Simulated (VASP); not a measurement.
# P (Cmce) in VASP: single point with LDA

Aim: the single point of P with LDA.

Program: VASP 6.6.1. These are calculated values, not measurements. Logs are shortened: lines on timing, memory, paths and dates and some standing lists are left out, and cuts for length are marked.

## Step 1: The cell of the first run

It takes space group Cmce (No. 64, orthorhombic). Conventional cell: a = 3.316 Å, b = 10.484 Å, c = 4.379 Å, α = 90.00°, β = 90.00°, γ = 90.00°. P (site symmetry m) has 3 P at 2.22 to 2.24 Å within 2.9 Å.

## Step 2: Single point, LDA

File INCAR:

```
SYSTEM = P
PREC = Accurate ; ENCUT = 500
EDIFF = 1E-6 ; ISMEAR = 0
SIGMA = 0.01 ; LREAL = .FALSE.
LASPH = .TRUE. ; NELM = 120
ALGO = Normal ; ISIF = 2
LWAVE = .FALSE. ; LCHARG = .FALSE.
NBANDS = 18 ; GGA_COMPAT = .FALSE.
```

File KPOINTS:

```
Automatic mesh
0
Gamma
  5 5 4
  0.5 0.5 0.5
```

File POSCAR:

```
P
1.0
    1.6582000000     -5.2420000000      0.0000000000
    1.6582000000      5.2420000000      0.0000000000
    0.0000000000      0.0000000000      4.3793000000
P
4
Direct
    0.8983800000      0.1016200000      0.0806800000
    0.6016200000      0.3983800000      0.5806800000
    0.1016200000      0.8983800000      0.9193200000
    0.3983800000      0.6016200000      0.4193200000
```

Potentials or basis: VASP PAW LDA potentials, release 64 (P).

Command:

```sh
cat potpaw_LDA.64/P/POTCAR > POTCAR
mpirun -np 1 vasp_std > vasp.out
```

OUTCAR:

```text
SYSTEM = P
   PREC = Accurate
   ENCUT = 500
   EDIFF = 1E-6
   ISMEAR = 0
   LREAL = .FALSE.
   LASPH = .TRUE.
   NELM = 120
   ISIF = 2

 ion  position               nearest neighbor table
   1  0.898  0.102  0.081-   4 2.22   4 2.22   3 2.24
   2  0.602  0.398  0.581-   3 2.22   3 2.22   4 2.24
   3  0.102  0.898  0.919-   2 2.22   2 2.22   1 2.24
   4  0.398  0.602  0.419-   1 2.22   1 2.22   2 2.24

  LATTYP: Found a base centered orthorhombic cell.
 ALAT       =     3.3164000000
 B/A-ratio  =     3.1612591967
 C/A-ratio  =     1.3204981305

  Lattice vectors:

 A1 = (   1.6582000000,  -5.2420000000,   0.0000000000)
 A2 = (   1.6582000000,   5.2420000000,   0.0000000000)
 A3 = (   0.0000000000,   0.0000000000,   4.3793000000)

Analysis of symmetry for initial positions (statically):
=====================================================================
 Subroutine PRICEL returns:
 Original cell was already a primitive cell.

 Routine SETGRP: Setting up the symmetry group for a
 base centered orthorhombic supercell.

 Subroutine GETGRP returns: Found  8 space group operations
 (whereof  4 operations were pure point group operations)
 out of a pool of  8 trial point group operations.

The static configuration has the point symmetry C_2h.
 The point group associated with its full space group is D_2h.

Analysis of symmetry for dynamics (positions and initial velocities):
=====================================================================
 Subroutine PRICEL returns:
 Original cell was already a primitive cell.

 Routine SETGRP: Setting up the symmetry group for a
 base centered orthorhombic supercell.

 Subroutine GETGRP returns: Found  8 space group operations
 (whereof  4 operations were pure point group operations)
 out of a pool of  8 trial point group operations.

The dynamic configuration has the point symmetry C_2h.
 The point group associated with its full space group is D_2h.

 Subroutine INISYM returns: Found  8 space group operations
 (whereof  4 operations are pure point group operations),
 and found     1 'primitive' translations

----------------------------------------------------------------------------------------

                                     Primitive cell

  volume of cell :      76.1322

  direct lattice vectors                    reciprocal lattice vectors
     1.658200000 -5.242000000  0.000000000     0.301531781 -0.095383441  0.000000000
     1.658200000  5.242000000  0.000000000     0.301531781  0.095383441  0.000000000
     0.000000000  0.000000000  4.379300000     0.000000000  0.000000000  0.228346996

  length of vectors
     5.498017028  5.498017028  4.379300000     0.316258464  0.316258464  0.228346996

  position of ions in fractional coordinates (direct lattice)
     0.898380000  0.101620000  0.080680000
     0.601620000  0.398380000  0.580680000
     0.101620000  0.898380000  0.919320000
     0.398380000  0.601620000  0.419320000

  ion indices of the primitive-cell ions
   primitive index   ion index
                 1           1
                 2           2
                 3           3
                 4           4

----------------------------------------------------------------------------------------

 KPOINTS: Automatic mesh

Automatic generation of k-mesh.
 Grid dimensions read from file:
 generate k-points for:    5    5    4

 Generating k-lattice:

  Cartesian coordinates                     Fractional coordinates (reciprocal lattice)
     0.060306356 -0.019076688  0.000000000     0.200000000  0.000000000  0.000000000
     0.060306356  0.019076688  0.000000000     0.000000000  0.200000000  0.000000000
     0.000000000  0.000000000  0.057086749     0.000000000  0.000000000  0.250000000

  Length of vectors
     0.063251693  0.063251693  0.057086749

  Shift w.r.t. Gamma in fractional coordinates (k-lattice)
     0.500000000  0.500000000  0.500000000

 Subroutine IBZKPT returns following result:
 ===========================================

 Found     18 irreducible k-points:

 Following reciprocal coordinates:
            Coordinates               Weight
  0.100000  0.100000  0.125000      4.000000
  0.300000  0.100000  0.125000      8.000000
  0.500000  0.100000  0.125000      8.000000
 -0.300000  0.100000  0.125000      8.000000
 -0.100000  0.100000  0.125000      4.000000
  0.300000  0.300000  0.125000      4.000000
[... 10 lines left out ...]
 -0.300000  0.300000  0.375000      4.000000
  0.500000  0.500000  0.375000      2.000000
   k-points           NKPTS =     18   k-points in BZ     NKDIM =     18   number of bands    NBANDS=     18
   number of dos      NEDOS =    301   number of ions     NIONS =      4
   total plane-waves  NPLWV =  51200
   dimension x,y,z NGX =    40 NGY =   40 NGZ =   32
   dimension x,y,z NGXF=    80 NGYF=   80 NGZF=   64
   ions per type =               4
   NGX,Y,Z   is equivalent  to a cutoff of  12.09, 12.09, 12.15 a.u.
   NGXF,Y,Z  is equivalent  to a cutoff of  24.19, 24.19, 24.30 a.u.
 SYSTEM =  P
   PREC   = accura    normal or accurate (medium, high low for compatibility)
   ISTART =      0    job   : 0-new  1-cont  2-samecut
   ICHARG =      2    charge: 1-file 2-atom 10-const
   ISPIN  =      1    spin polarized calculation?
   LNONCOLLINEAR =      F non collinear calculations
   LSORBIT =      F    spin-orbit coupling
   LASPH  =      T    aspherical Exc in radial PAW
   ENCUT  =  500.0 eV  36.75 Ry    6.06 a.u.  10.02 10.02  7.98*2*pi/ulx,y,z
   NELM   =    120;   NELMIN=  2; NELMDL= -5     # of ELM steps
   EDIFF  = 0.1E-05   stopping-criterion for ELM
   LREAL  =      F    real-space projection
[... 7 lines left out ...]
   TEBEG  =    0.0;   TEEND  =   0.0 temperature during run
   PSTRESS=    0.0 pullay stress
   NELECT =      20.0000    total number of electrons
   NUPDOWN=      -1.0000    fix difference up-down
   EMIN   =  10.00;   EMAX   =-10.00  energy-range for DOS
   EFERMI =   0.00;   METHOD = LEGACY
   ISMEAR =     0;   SIGMA  =   0.01  broadening in eV -4-tet -1-fermi 0-gaus
   EFERMI_NEDOS =   21; number of points for ismear=-14 and -15
   IALGO  =     38    algorithm
   IMIX   =      4    mixing-type and parameters
     AMIX     =   0.40;   BMIX     =  1.00
     AMIX_MAG =   1.60;   BMIX_MAG =  1.00
  volume/ion in A,a.u.               =      19.03       128.44
  Fermi-wavevector in a.u.,A,eV,Ry     =   1.048484  1.981348 14.957149  1.099319
  Thomas-Fermi vector in A             =   2.183408
   LORBIT       =      0    0 simple, 1 ext, 2 COOP (PROOUT), +10 PAW based schemes
   GGA     = CA    functional components
   LHFCALC =     F    Hartree Fock is set to
   AEXX    =    0.0000 exact exchange contribution
   IVDW    =     0    specifies the selected vdW correction
   LEPSILON=     F    determine dielectric tensor
   LRPA    =     F    only Hartree local field effects (RPA)
 non-spin polarized calculation
 Gauss-broadening in eV      SIGMA  =   0.01
  energy-cutoff  :      500.00
  volume of cell :       76.13
 maximum number of plane-waves:      1946
   NGX = 21   NGY = 21   NGZ = 15

 number of electron      20.0000000 magnetization

 Free energy of the ion-electron system (eV)
  ---------------------------------------------------
  ext. energy  EPLUGINS =         0.00000000
  ---------------------------------------------------
  free energy    TOTEN  =       -24.05047416 eV

  energy without entropy =      -24.05047416  energy(sigma->0) =      -24.05047416

 E-fermi :   6.1175     XC(G=0): -10.0631

 val. band max:        6.0731714441   @ k =   0.5000   0.5000   0.1250
 cond. band min:       6.9880667774   @ k =   0.5000   0.5000   0.1250
 fundamental gap:      0.9148953333
 Fermi energy:         6.1175332040

 k-point     1 :       0.1000    0.1000    0.1250
  band No.  band energies     occupation
      1      -8.7295      2.00000
      2      -5.9010      2.00000
      3      -3.3556      2.00000
      4      -0.2646      2.00000
      5       0.5200      2.00000
      6       0.7437      2.00000
[... 10 lines left out ...]
     17      11.8387      0.00000
     18      13.9157      0.00000

 k-point     2 :       0.3000    0.1000    0.1250
  band No.  band energies     occupation
      1      -7.3404      2.00000
      2      -5.2729      2.00000
      3      -4.2916      2.00000
      4      -2.5053      2.00000
      5       0.5707      2.00000
      6       0.9657      2.00000
[... 10 lines left out ...]
     17      13.0195      0.00000
     18      13.5239      0.00000

 k-point     3 :       0.5000    0.1000    0.1250
  band No.  band energies     occupation
      1      -7.2286      2.00000
      2      -5.3603      2.00000
      3      -4.5743      2.00000
      4      -2.2704      2.00000
      5       0.4630      2.00000
      6       1.2573      2.00000
[... 10 lines left out ...]
     17      12.6920      0.00000
     18      13.3778      0.00000

 k-point     4 :      -0.3000    0.1000    0.1250
  band No.  band energies     occupation
      1      -8.6586      2.00000
      2      -6.0580      2.00000
      3      -3.4001      2.00000
      4      -0.2615      2.00000
      5       0.6512      2.00000
      6       0.8434      2.00000
[... 10 lines left out ...]
     17      11.8288      0.00000
     18      12.7731      0.00000

 k-point     5 :      -0.1000    0.1000    0.1250
  band No.  band energies     occupation
      1      -9.1818      2.00000
      2      -6.4151      2.00000
      3      -3.0861      2.00000
      4      -0.4562      2.00000
      5       1.2676      2.00000
      6       1.9722      2.00000
[... 10 lines left out ...]
     17      13.1540      0.00000
     18      14.3105      0.00000

 k-point     6 :       0.3000    0.3000    0.1250
  band No.  band energies     occupation
      1      -7.1495      2.00000
      2      -5.4153      2.00000
      3      -4.7450      2.00000
      4      -2.1185      2.00000
      5       0.4263      2.00000
      6       1.3854      2.00000
[... 10 lines left out ...]
     17      12.3724      0.00000
     18      13.6246      0.00000

 k-point     7 :       0.5000    0.3000    0.1250
  band No.  band energies     occupation
      1      -8.5267      2.00000
      2      -6.3267      2.00000
      3      -3.4437      2.00000
      4      -0.2393      2.00000
      5       0.4878      2.00000
      6       1.3282      2.00000
[... 10 lines left out ...]
     17      12.0114      0.00000
     18      12.6530      0.00000

 k-point     8 :      -0.3000    0.3000    0.1250
  band No.  band energies     occupation
      1      -9.0575      2.00000
      2      -6.6834      2.00000
      3      -3.1183      2.00000
      4      -0.2701      2.00000
      5       1.0800      2.00000
      6       2.0513      2.00000
[... 10 lines left out ...]
     17      12.5062      0.00000
     18      13.4227      0.00000
[... 103 lines left out ...]
     17      12.8984      0.00000
     18      13.5922      0.00000

 k-point    14 :      -0.1000    0.1000    0.3750
  band No.  band energies     occupation
      1      -8.4925      2.00000
      2      -7.3335      2.00000
      3      -2.8845      2.00000
      4      -1.6275      2.00000
      5       1.2782      2.00000
      6       2.6913      2.00000
[... 10 lines left out ...]
     17      12.8703      0.00000
     18      13.4484      0.00000

 k-point    15 :       0.3000    0.3000    0.3750
  band No.  band energies     occupation
      1      -6.6171      2.00000
      2      -5.8746      2.00000
      3      -3.9932      2.00000
      4      -2.9080      2.00000
      5      -0.3370      2.00000
      6       0.3473      2.00000
[... 10 lines left out ...]
     17      12.4163      0.00000
     18      12.9148      0.00000

 k-point    16 :       0.5000    0.3000    0.3750
  band No.  band energies     occupation
      1      -7.8912      2.00000
      2      -6.9095      2.00000
      3      -3.2860      2.00000
      4      -2.0605      2.00000
      5       0.4363      2.00000
      6       1.2727      2.00000
[... 10 lines left out ...]
     17      11.5397      0.00000
     18      12.6241      0.00000

 k-point    17 :      -0.3000    0.3000    0.3750
  band No.  band energies     occupation
      1      -8.3942      2.00000
      2      -7.3438      2.00000
      3      -3.2804      2.00000
      4      -2.0929      2.00000
      5       2.2948      2.00000
      6       2.9508      2.00000
[... 10 lines left out ...]
     17      12.7215      0.00000
     18      13.1385      0.00000

 k-point    18 :       0.5000    0.5000    0.3750
  band No.  band energies     occupation
      1      -8.3251      2.00000
      2      -7.3588      2.00000
      3      -3.4683      2.00000
      4      -2.3510      2.00000
      5       2.9129      2.00000
      6       3.3223      2.00000
[... 10 lines left out ...]
     17      12.7251      0.00000
     18      12.7498      0.00000

------------------------ aborting loop because EDIFF is reached ----------------------------------------

  FORCE on cell =-STRESS in cart. coord.  units (eV):
  Direction    XX          YY          ZZ          XY          YZ          ZX
  --------------------------------------------------------------------------------------
  -------------------------------------------------------------------------------------
  Total       -1.4692717     -0.7394822     -1.5982592      0.0000000      0.0000000      0.0000000
  in kB      -30.9203270    -15.5621522    -33.6348262      0.0000000      0.0000000      0.0000000
  external PRESSURE =     -26.7057685 kB  Pullay stress =       0.0000000 kB

 VOLUME and BASIS-vectors are now :
 -----------------------------------------------------------------------------
  energy-cutoff  :      500.00
  volume of cell :       76.13
      direct lattice vectors                 reciprocal lattice vectors
     1.658200000 -5.242000000  0.000000000     0.301531781 -0.095383441  0.000000000
     1.658200000  5.242000000  0.000000000     0.301531781  0.095383441  0.000000000
     0.000000000  0.000000000  4.379300000     0.000000000  0.000000000  0.228346996

 POSITION                                       TOTAL-FORCE (eV/Angst)
 -----------------------------------------------------------------------------------
      1.65820     -4.17662      0.35332         0.000000     -0.017782      0.097353
      1.65820     -1.06538      2.54297         0.000000      0.017782      0.097353
      1.65820      4.17662      4.02598         0.000000      0.017782     -0.097353
      1.65820      1.06538      1.83633         0.000000     -0.017782     -0.097353
 -----------------------------------------------------------------------------------
    total drift:                               -0.000000     -0.000000     -0.000000

  FREE ENERGIE OF THE ION-ELECTRON SYSTEM (eV)
  ---------------------------------------------------
  free  energy   TOTEN  =       -24.0504741608 eV

  energy  without entropy=      -24.0504741608  energy(sigma->0) =      -24.05047416
```

Run time: 44 s. Hardware: 1 thread of Intel Xeon 8259CL, shared host; peak memory 0.17 GiB.

What came out:

* Free energy: -24.0505 eV
* Pressure: -2.7 GPa
* Largest force: 0.099 eV/Å
* Band gap on the k mesh: 0.91 eV, direct

Forces in eV/Å, atoms in the order of the input:
```
P    0.000 -0.018  0.097
P    0.000  0.018  0.097
P    0.000  0.018 -0.097
P    0.000 -0.018 -0.097
```

Levels at points of the mesh, in eV from the valence-band top:
| k point | band 8 | band 9 | band 10 | band 11 | band 12 | band 13 |
| --- | --- | --- | --- | --- | --- | --- |
| (0.10, 0.10, 0.12) | -3.33 | -1.77 | -1.31 | 1.76 | 1.98 | 3.06 |
